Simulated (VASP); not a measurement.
# Cs (P4/mmm) in VASP: single point with PBE

Aim: the single point of Cs with PBE.

Everything below comes from runs of VASP 6.6.1. Logs are shortened: lines on timing, memory, paths and dates and some standing lists are left out, and cuts for length are marked.

### Step 1. The cell of the first run

It takes space group P4/mmm (No. 123, tetragonal). Conventional cell: a = 5.574 Å, b = 5.574 Å, c = 3.858 Å, α = 90.00°, β = 90.00°, γ = 90.00°. Within 5.1 Å of Cs (site symmetry 4/mmm) lie 2 Cs at 3.86 Å.

### Step 2. Single point, PBE

File INCAR:

```
  PREC = Accurate
  ENCUT = 520
  EDIFF = 1E-6
  ISMEAR = 0
  SIGMA = 0.1
  LREAL = F
  LASPH = T
  NELM = 100
  ALGO = Normal
  ISIF = 2
  LWAVE = F
  LCHARG = F
  GGA = PE
  NBANDS = 10
```

File KPOINTS:

```
regular mesh
0
Gamma
  4 4 4
```

File POSCAR:

```
Cs
1.0
    5.5739596200      0.0000000000      0.0000000000
    0.0000000000      5.5739596200      0.0000000000
    0.0000000000      0.0000000000      3.8581684300
Cs
1
Direct
    0.5000000000      0.5000000000      0.0000000000
```

Potentials or basis: VASP PAW PBE potentials, release 64 (Cs_sv).

The run is started by

```sh
cat potpaw_PBE.64/Cs_sv/POTCAR > POTCAR
mpirun -np 1 vasp_std > vasp.out
```

OUTCAR:

```text
PREC = Accurate
   ENCUT = 520
   EDIFF = 1E-6
   ISMEAR = 0
   LREAL = F
   LASPH = T
   NELM = 100
   ISIF = 2
   GGA = PE

 ion  position               nearest neighbor table
   1  0.500  0.500  0.000-

  LATTYP: Found a simple tetragonal cell.
 ALAT       =     5.5739596200
 C/A-ratio  =     0.6921773197

  Lattice vectors:

 A1 = (   5.5739596200,   0.0000000000,   0.0000000000)
 A2 = (   0.0000000000,   5.5739596200,   0.0000000000)
 A3 = (   0.0000000000,   0.0000000000,   3.8581684300)

Analysis of symmetry for initial positions (statically):
=====================================================================
 Subroutine PRICEL returns:
 Original cell was already a primitive cell.

 Routine SETGRP: Setting up the symmetry group for a
 simple tetragonal supercell.

 Subroutine GETGRP returns: Found 16 space group operations
 (whereof 16 operations were pure point group operations)
 out of a pool of 16 trial point group operations.

The static configuration has the point symmetry D_4h.

Analysis of symmetry for dynamics (positions and initial velocities):
=====================================================================
 Subroutine PRICEL returns:
 Original cell was already a primitive cell.

 Routine SETGRP: Setting up the symmetry group for a
 simple tetragonal supercell.

 Subroutine GETGRP returns: Found 16 space group operations
 (whereof 16 operations were pure point group operations)
 out of a pool of 16 trial point group operations.

The dynamic configuration has the point symmetry D_4h.

 Subroutine INISYM returns: Found 16 space group operations
 (whereof 16 operations are pure point group operations),
 and found     1 'primitive' translations

----------------------------------------------------------------------------------------

                                     Primitive cell

  volume of cell :     119.8695

  direct lattice vectors                    reciprocal lattice vectors
     5.573959620  0.000000000  0.000000000     0.179405677  0.000000000  0.000000000
     0.000000000  5.573959620  0.000000000     0.000000000  0.179405677  0.000000000
     0.000000000  0.000000000  3.858168430     0.000000000  0.000000000  0.259190343

  length of vectors
     5.573959620  5.573959620  3.858168430     0.179405677  0.179405677  0.259190343

  position of ions in fractional coordinates (direct lattice)
     0.500000000  0.500000000  0.000000000

[... 72 lines left out ...]
   IBRION =     -1    ionic relax: 0-MD 1-quasi-New 2-CG
   NFREE  =      0    steps in history (QN), initial steepest desc. (CG)
   ISIF   =      2    stress and relaxation
   ISYM   =      2    0-nonsym 1-usesym 2-fastsym
   POTIM  = 0.5000    time-step for ionic-motion
   TEBEG  =    0.0;   TEEND  =   0.0 temperature during run
   PSTRESS=    0.0 pullay stress
   NELECT =       9.0000    total number of electrons
   NUPDOWN=      -1.0000    fix difference up-down
   EMIN   =  10.00;   EMAX   =-10.00  energy-range for DOS
   EFERMI =   0.00;   METHOD = LEGACY
   ISMEAR =     0;   SIGMA  =   0.10  broadening in eV -4-tet -1-fermi 0-gaus
   EFERMI_NEDOS =   21; number of points for ismear=-14 and -15
   IALGO  =     38    algorithm
   IMIX   =      4    mixing-type and parameters
     AMIX     =   0.40;   BMIX     =  1.00
     AMIX_MAG =   1.60;   BMIX_MAG =  1.00
  volume/ion in A,a.u.               =     119.87       808.92
  Fermi-wavevector in a.u.,A,eV,Ry     =   0.690642  1.305123  6.489786  0.476986
  Thomas-Fermi vector in A             =   1.772067
   LORBIT       =      0    0 simple, 1 ext, 2 COOP (PROOUT), +10 PAW based schemes
   GGA     = PE    functional components
   LHFCALC =     F    Hartree Fock is set to
   AEXX    =    0.0000 exact exchange contribution
   IVDW    =     0    specifies the selected vdW correction
   LEPSILON=     F    determine dielectric tensor
   LRPA    =     F    only Hartree local field effects (RPA)
 non-spin polarized calculation
 Gauss-broadening in eV      SIGMA  =   0.10
  energy-cutoff  :      520.00
  volume of cell :      119.87
 maximum number of plane-waves:      3256
 NGX is ok and might be reduce to    42
   NGX = 21   NGY = 21   NGZ = 15

 number of electron       9.0000000 magnetization

 Free energy of the ion-electron system (eV)
  ---------------------------------------------------
  ext. energy  EPLUGINS =         0.00000000
  ---------------------------------------------------
  free energy    TOTEN  =        -0.53699978 eV

  energy without entropy =       -0.53296931  energy(sigma->0) =       -0.53498454

 E-fermi :   0.3555     XC(G=0):  -5.2587

 val. band max:        0.2769522455   @ k =   0.5000   0.2500   0.0000
 cond. band min:       0.5581989452   @ k =   0.5000   0.0000   0.0000
 fundamental gap:      0.2812466997
 Fermi energy:         0.3555229572

 k-point     1 :       0.0000    0.0000    0.0000
  band No.  band energies     occupation
      1     -23.9462      2.00000
      2     -10.6927      2.00000
      3     -10.6927      2.00000
      4     -10.1568      2.00000
      5      -1.2070      2.00000
      6       1.2657      0.00000
      7       1.3964      0.00000
      8       3.5691      0.00000
      9       4.2746      0.00000
     10       4.2746      0.00000
[... 209 lines left out ...]
 k-point    18 :       0.5000    0.5000    0.5000
  band No.  band energies     occupation
      1     -23.8059      2.00000
      2     -11.4335      2.00000
      3     -10.5583      2.00000
      4     -10.5583      2.00000
      5       0.9675      0.00000
      6       0.9675      0.00000
      7       2.4500      0.00000
      8       3.7790      0.00000
      9       4.3923      0.00000
     10       4.3924      0.00000

------------------------ aborting loop because EDIFF is reached ----------------------------------------

  FORCE on cell =-STRESS in cart. coord.  units (eV):
  Direction    XX          YY          ZZ          XY          YZ          ZX
  --------------------------------------------------------------------------------------
  -------------------------------------------------------------------------------------
  Total       -0.3305776     -0.3305776      1.8842840      0.0000000      0.0000000      0.0000000
  in kB       -4.4185037     -4.4185037     25.1853582      0.0000000      0.0000000      0.0000000
  external PRESSURE =       5.4494503 kB  Pullay stress =       0.0000000 kB

 VOLUME and BASIS-vectors are now :
 -----------------------------------------------------------------------------
  energy-cutoff  :      520.00
  volume of cell :      119.87
      direct lattice vectors                 reciprocal lattice vectors
     5.573959620  0.000000000  0.000000000     0.179405677  0.000000000  0.000000000
     0.000000000  5.573959620  0.000000000     0.000000000  0.179405677  0.000000000
     0.000000000  0.000000000  3.858168430     0.000000000  0.000000000  0.259190343

 POSITION                                       TOTAL-FORCE (eV/Angst)
 -----------------------------------------------------------------------------------
      2.78698      2.78698      0.00000         0.000000      0.000000      0.000000
 -----------------------------------------------------------------------------------
    total drift:                                0.000000     -0.000000     -0.000000

  FREE ENERGIE OF THE ION-ELECTRON SYSTEM (eV)
  ---------------------------------------------------
  free  energy   TOTEN  =        -0.5369997797 eV

  energy  without entropy=       -0.5329693050  energy(sigma->0) =       -0.53498454
```

It took 6 s on 1 thread of Intel Xeon 6975P-C (Granite Rapids), shared host; peak memory 0.21 GiB.

Results:

```yaml
Free_energy: -0.5370 eV
Pressure: 0.5 GPa
```

Caveat: the k points lie up to 0.41 Å⁻¹ apart; spin-orbit coupling is left out, which moves the levels of the heavy elements.
